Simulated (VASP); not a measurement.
# Sb (R-3m) in VASP: a series of runs

The runs below take Sb through single point, with PBE.

Program: VASP 6.6.1. These are calculated values, not measurements. Logs are shortened: lines on timing, memory, paths and dates and some standing lists are left out, and cuts for length are marked.

### 1 The cell of the first run

It takes space group R-3m (No. 166, trigonal). The conventional cell has a = 4.378 Å, b = 4.378 Å, c = 11.592 Å, α = 90.00°, β = 90.00°, γ = 120.00°. Within 3.9 Å of Sb (site symmetry 3m) lie 6 Sb at 2.95 to 3.45 Å.

### 2 Single point, PBE, non-collinear spin, zero start, spin-orbit coupling

Contents of INCAR:

```
PREC = Accurate ; ENCUT = 520
EDIFF = 1E-6 ; ISMEAR = 0
SIGMA = 0.05 ; LREAL = False
LASPH = True ; NELM = 150
ALGO = Normal ; ISIF = 2
LWAVE = False ; LCHARG = False
LNONCOLLINEAR = True ; MAGMOM = 0 0 0 0 0 0
LORBIT = 11 ; LSORBIT = True
GGA_COMPAT = False ; LORBMOM = True
GGA = PE ; NBANDS = 22
```

Contents of KPOINTS:

```
regular mesh
0
Gamma
  12 12 12
```

Contents of POSCAR:

```
Sb
1.0
    2.1888688132      1.2637439985      3.8639121615
   -2.1888688132      1.2637439985      3.8639121615
    0.0000000000     -2.5274879970      3.8639121615
Sb
2
Direct
    0.2323019919      0.2323019919      0.2323019919
    0.7676980081      0.7676980081      0.7676980081
```

Potentials or basis: VASP PAW PBE potentials, release 64 (Sb).

Command:

```
cat potpaw_PBE.64/Sb/POTCAR > POTCAR
mpirun -np 1 vasp_ncl > vasp.out
```

OUTCAR:

```text
PREC = Accurate
   ENCUT = 520
   EDIFF = 1E-6
   ISMEAR = 0
   LREAL = False
   LASPH = True
   NELM = 150
   ISIF = 2
   LNONCOLLINEAR = True
   LORBIT = 11
   LSORBIT = True
   GGA = PE

 ion  position               nearest neighbor table
   1  0.232  0.232  0.232-   2 2.95   2 2.95   2 2.95   2 3.45   2 3.45   2 3.45
   2  0.768  0.768  0.768-   1 2.95   1 2.95   1 2.95   1 3.45   1 3.45   1 3.45

  LATTYP: Found a trigonal (rhomboedric) cell.
 ALAT       =     4.6171433557
 COS(alpha) =     0.5505071947

  Lattice vectors:

 A1 = (   2.1888688132,   1.2637439985,   3.8639121615)
 A2 = (  -2.1888688132,   1.2637439985,   3.8639121615)
 A3 = (   0.0000000000,  -2.5274879970,   3.8639121615)

Analysis of symmetry for initial positions (statically):
=====================================================================
 Subroutine PRICEL returns:
 Original cell was already a primitive cell.

 Routine SETGRP: Setting up the symmetry group for a
 trigonal (rhombohedral) supercell.

 Subroutine GETGRP returns: Found 12 space group operations
 (whereof 12 operations were pure point group operations)
 out of a pool of 12 trial point group operations.

The static configuration has the point symmetry D_3d.

Analysis of symmetry for dynamics (positions and initial velocities):
=====================================================================
 Subroutine PRICEL returns:
 Original cell was already a primitive cell.

 Routine SETGRP: Setting up the symmetry group for a
 trigonal (rhombohedral) supercell.

 Subroutine GETGRP returns: Found 12 space group operations
 (whereof 12 operations were pure point group operations)
 out of a pool of 12 trial point group operations.

The dynamic configuration has the point symmetry D_3d.

Analysis of structural, dynamic, and magnetic symmetry:
=====================================================================
 Subroutine PRICEL returns:
 Original cell was already a primitive cell.

 Routine SETGRP: Setting up the symmetry group for a
 trigonal (rhombohedral) supercell.

 Subroutine GETGRP returns: Found 12 space group operations
 (whereof 12 operations were pure point group operations)
 out of a pool of 12 trial point group operations.

The overall configuration has the point symmetry D_3d.

 Subroutine INISYM returns: Found 12 space group operations
 (whereof 12 operations are pure point group operations),
 and found     1 'primitive' translations

----------------------------------------------------------------------------------------

                                     Primitive cell

  volume of cell :      64.1294

  direct lattice vectors                    reciprocal lattice vectors
     2.188868813  1.263743999  3.863912162     0.228428491  0.131883251  0.086268352
    -2.188868813  1.263743999  3.863912162    -0.228428491  0.131883251  0.086268352
     0.000000000 -2.527487997  3.863912162     0.000000000 -0.263766502  0.086268352

  length of vectors
     4.617143356  4.617143356  4.617143356     0.277515758  0.277515758  0.277515758

  position of ions in fractional coordinates (direct lattice)
     0.232301992  0.232301992  0.232301992
     0.767698008  0.767698008  0.767698008

  ion indices of the primitive-cell ions
   primitive index   ion index
                 1           1
                 2           2

----------------------------------------------------------------------------------------

 KPOINTS: regular mesh

Automatic generation of k-mesh.
 Grid dimensions read from file:
 generate k-points for:   12   12   12

 Generating k-lattice:

  Cartesian coordinates                     Fractional coordinates (reciprocal lattice)
[... 100 lines left out ...]
 number of electron      10.0000000 magnetization      -0.0000000     -0.0000000     -0.0000000

 number of electron      10.0000000 magnetization       0.0000000     -0.0000000      0.0000000

 number of electron      10.0000000 magnetization      -0.0000000     -0.0000000      0.0000000

 Free energy of the ion-electron system (eV)
  ---------------------------------------------------
  ext. energy  EPLUGINS =         0.00000000
  ---------------------------------------------------
  free energy    TOTEN  =        -8.41110901 eV

  energy without entropy =       -8.41094816  energy(sigma->0) =       -8.41102859

 E-fermi :   6.5070     XC(G=0):  -9.2651

 val. band max:        6.4240200435   @ k =   0.4167   0.0833   0.0833
 cond. band min:       6.5235172792   @ k =   0.3333   0.1667   0.1667
 fundamental gap:      0.0994972357
 Fermi energy:         6.5069868074

 k-point     1 :       0.0000    0.0000    0.0000
  band No.  band energies     occupation
      1      -5.7326      1.00000
      2      -5.7326      1.00000
      3       1.4779      1.00000
      4       1.4779      1.00000
      5       4.2836      1.00000
      6       4.2836      1.00000
[... 589 lines left out ...]
     21      14.1870      0.00000
     22      14.1870      0.00000

 [... further k-points ...]

------------------------ aborting loop because EDIFF is reached ----------------------------------------

  FORCE on cell =-STRESS in cart. coord.  units (eV):
  Direction    XX          YY          ZZ          XY          YZ          ZX
  --------------------------------------------------------------------------------------
  -------------------------------------------------------------------------------------
  Total        0.0238520      0.0238520     -0.0381463     -0.0000000      0.0000000      0.0000000
  in kB        0.5959067      0.5959067     -0.9530286     -0.0000000      0.0000000      0.0000000
  external PRESSURE =       0.0795950 kB  Pullay stress =       0.0000000 kB

 VOLUME and BASIS-vectors are now :
 -----------------------------------------------------------------------------
  energy-cutoff  :      520.00
  volume of cell :       64.13
      direct lattice vectors                 reciprocal lattice vectors
     2.188868813  1.263743999  3.863912162     0.228428491  0.131883251  0.086268352
    -2.188868813  1.263743999  3.863912162    -0.228428491  0.131883251  0.086268352
     0.000000000 -2.527487997  3.863912162     0.000000000 -0.263766502  0.086268352

 POSITION                                       TOTAL-FORCE (eV/Angst)
 -----------------------------------------------------------------------------------
      0.00000      0.00000      2.69278         0.000000      0.000000      0.041179
      0.00000      0.00000      8.89895         0.000000     -0.000000     -0.041179
 -----------------------------------------------------------------------------------
    total drift:                                0.000000      0.000000     -0.000000

  FREE ENERGIE OF THE ION-ELECTRON SYSTEM (eV)
  ---------------------------------------------------
  free  energy   TOTEN  =        -8.4111090117 eV

  energy  without entropy=       -8.4109481604  energy(sigma->0) =       -8.41102859

 orbital moment (x)

 # of ion     p       d       tot
 ----------------------------------------
  1        -0.000   0.000  -0.000
  2         0.000   0.000   0.000
 ----------------------------------------
           -0.000   0.000  -0.000

 orbital moment (y)

 # of ion     p       d       tot
 ----------------------------------------
  1        -0.000   0.000  -0.000
  2         0.000  -0.000   0.000
 ----------------------------------------
           -0.000  -0.000  -0.000

 orbital moment (z)

 # of ion     p       d       tot
 ----------------------------------------
  1         0.000   0.000   0.000
  2         0.000   0.000   0.000
 ----------------------------------------
            0.000   0.000   0.000

 Spin-Orbit-Coupling matrix elements

 Ion:    1  E_soc:     -0.1392004
 l=   1
     0.0000000    -0.0232812    -0.0227459
    -0.0232812     0.0000000    -0.0232812
    -0.0227459    -0.0232812     0.0000000
 l=   2
     0.0000000    -0.0000208     0.0000000    -0.0000208    -0.0000765
    -0.0000208     0.0000000    -0.0000543    -0.0000237    -0.0000208
     0.0000000    -0.0000543     0.0000000    -0.0000543     0.0000000
    -0.0000208    -0.0000237    -0.0000543     0.0000000    -0.0000208
    -0.0000765    -0.0000208     0.0000000    -0.0000208     0.0000000
 l=   3
     0.0000000     0.0000000     0.0000000     0.0000000     0.0000000     0.0000000     0.0000000
     0.0000000     0.0000000     0.0000000     0.0000000     0.0000000     0.0000000     0.0000000
     0.0000000     0.0000000     0.0000000     0.0000000     0.0000000     0.0000000     0.0000000
     0.0000000     0.0000000     0.0000000     0.0000000     0.0000000     0.0000000     0.0000000
     0.0000000     0.0000000     0.0000000     0.0000000     0.0000000     0.0000000     0.0000000
     0.0000000     0.0000000     0.0000000     0.0000000     0.0000000     0.0000000     0.0000000
     0.0000000     0.0000000     0.0000000     0.0000000     0.0000000     0.0000000     0.0000000

 Ion:    2  E_soc:     -0.1392004
 l=   1
     0.0000000    -0.0232812    -0.0227459
    -0.0232812     0.0000000    -0.0232812
    -0.0227459    -0.0232812     0.0000000
 l=   2
     0.0000000    -0.0000208     0.0000000    -0.0000208    -0.0000765
    -0.0000208     0.0000000    -0.0000543    -0.0000237    -0.0000208
     0.0000000    -0.0000543     0.0000000    -0.0000543     0.0000000
    -0.0000208    -0.0000237    -0.0000543     0.0000000    -0.0000208
    -0.0000765    -0.0000208     0.0000000    -0.0000208     0.0000000
 l=   3
     0.0000000     0.0000000     0.0000000     0.0000000     0.0000000     0.0000000     0.0000000
     0.0000000     0.0000000     0.0000000     0.0000000     0.0000000     0.0000000     0.0000000
     0.0000000     0.0000000     0.0000000     0.0000000     0.0000000     0.0000000     0.0000000
     0.0000000     0.0000000     0.0000000     0.0000000     0.0000000     0.0000000     0.0000000
     0.0000000     0.0000000     0.0000000     0.0000000     0.0000000     0.0000000     0.0000000
     0.0000000     0.0000000     0.0000000     0.0000000     0.0000000     0.0000000     0.0000000
     0.0000000     0.0000000     0.0000000     0.0000000     0.0000000     0.0000000     0.0000000

 total charge

# of ion       s       p       d       tot
------------------------------------------
    1        1.216   1.132   0.031   2.379
    2        1.216   1.132   0.031   2.379
--------------------------------------------------
tot          2.433   2.264   0.061   4.758

 magnetization (x)

# of ion       s       p       d       tot
------------------------------------------
    1        0.000  -0.000   0.000  -0.000
    2        0.000  -0.000   0.000  -0.000
--------------------------------------------------
tot          0.000  -0.000   0.000  -0.000

 magnetization (y)

# of ion       s       p       d       tot
------------------------------------------
    1        0.000   0.000  -0.000  -0.000
    2        0.000   0.000   0.000   0.000
--------------------------------------------------
tot          0.000   0.000  -0.000  -0.000

 magnetization (z)

# of ion       s       p       d       tot
------------------------------------------
    1        0.000   0.000   0.000   0.000
    2        0.000   0.000   0.000   0.000
--------------------------------------------------
tot          0.000   0.000   0.000   0.000
```

It took 16 min on 1 thread of Oxide Virtual Turin-like, shared host; peak memory 0.58 GiB.

Results:

```
Free energy                                           : -8.4111 eV
Pressure                                              : 0.0 GPa
Largest force                                         : 0.041 eV/Å
Net moment                                            : 0.00 μB per cell
Valence electrons inside the program's atomic spheres : Sb 2.38
```

Forces on the atoms (eV/Å):
```
Sb   0.000  0.000  0.041
Sb   0.000  0.000 -0.041
```

Moments on the atoms (μB; x, y, z):
```
Sb  0.00 0.00 0.00
Sb  0.00 0.00 0.00
```

### 3 Single point, PBE, non-collinear spin, zero start, spin-orbit coupling

Contents of INCAR:

```
ALGO = Normal
EDIFF = 1E-6
ENCUT = 520
GGA = PE
GGA_COMPAT = False
ISIF = 2
ISMEAR = 0
LASPH = True
LCHARG = False
LORBIT = 11
LORBMOM = True
LREAL = False
LSORBIT = True
LWAVE = False
MAGMOM = 0 0 0 0 0 0
NBANDS = 22
NELM = 150
PREC = Accurate
SIGMA = 0.05
```

Contents of KPOINTS:

```
k-points
0
Gamma
  12 12 12
```

Contents of POSCAR:

```
Sb
1.0
    2.1885729241      1.2635731669      3.8633898417
   -2.1885729241      1.2635731669      3.8633898417
    0.0000000000     -2.5271463338      3.8633898417
Sb
2
Direct
    0.2323019919      0.2323019919      0.2323019919
    0.7676980081      0.7676980081      0.7676980081
```

Potentials or basis: VASP PAW PBE potentials, release 64 (Sb).

Command:

```
cat potpaw_PBE.64/Sb/POTCAR > POTCAR
mpirun -np 1 vasp_ncl > vasp.out
```

It took 7.9 min on 1 thread of Oxide Virtual Turin-like, shared host; peak memory 0.59 GiB.

The run converged. Its results:

* Free energy: -8.4111 eV
* Pressure: 0.0 GPa
* Largest force: 0.043 eV/Å
* Net moment: 0.00 μB per cell
* Valence electrons inside the program's atomic spheres: Sb 2.38

Forces on the atoms (eV/Å):
```
Sb   0.000  0.000  0.043
Sb   0.000  0.000 -0.043
```

Stress tensor (GPa, compression positive):
```
 0.08  0.00  0.00
 0.00  0.08  0.00
 0.00  0.00 -0.08
```

Moments on the atoms (μB; x, y, z):
```
Sb  0.00 0.00 0.00
Sb  0.00 0.00 0.00
```
